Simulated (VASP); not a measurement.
A run of VASP 6.6.1 is set up as follows.

Contents of INCAR:

```
SYSTEM = Co
PREC = Accurate
ENCUT = 690
EDIFF = 1E-6
ISMEAR = 0
SIGMA = 0.020999999999999998
LREAL = .False.
LASPH = .True.
NELM = 200
ALGO = Normal
ISIF = 2
LWAVE = .False.
LCHARG = .False.
ISPIN = 2
MAGMOM = 2 2
LORBIT = 11
LMAXMIX = 4
GGA = PE
NBANDS = 28
GGA_COMPAT = .False.
```

File KPOINTS:

```
Automatic mesh
0
Gamma
  12 12 7
  0 0 0
```

Contents of POSCAR:

```
Co
1.0
    2.4719999032      0.0000000000      0.0000000000
   -1.2359999516      2.1408147143      0.0000000000
    0.0000000000      0.0000000000      4.0211440800
Co
2
Direct
    0.6666666667      0.3333333333      0.7500000000
    0.3333333333      0.6666666667      0.2500000000
```

Potentials or basis: VASP PAW PBE potentials, release 64 (Co_sv).

Launch:

```bash
$ cat potpaw_PBE.64/Co_sv/POTCAR > POTCAR
$ mpirun -np 1 vasp_std > vasp.out
```

Problem. Estimate the site moments.

Solution. Co +1.68 μB.

Problem. Estimate the net moment.

Solution. 3.22 μB per cell.

Problem. Predict the pressure.

Solution. 3.4 GPa.

Stress tensor (GPa, compression positive):
```
4.48 0.00 0.00
0.00 4.48 0.00
0.00 0.00 1.14
```

Caveat: the cell stands under pressure.
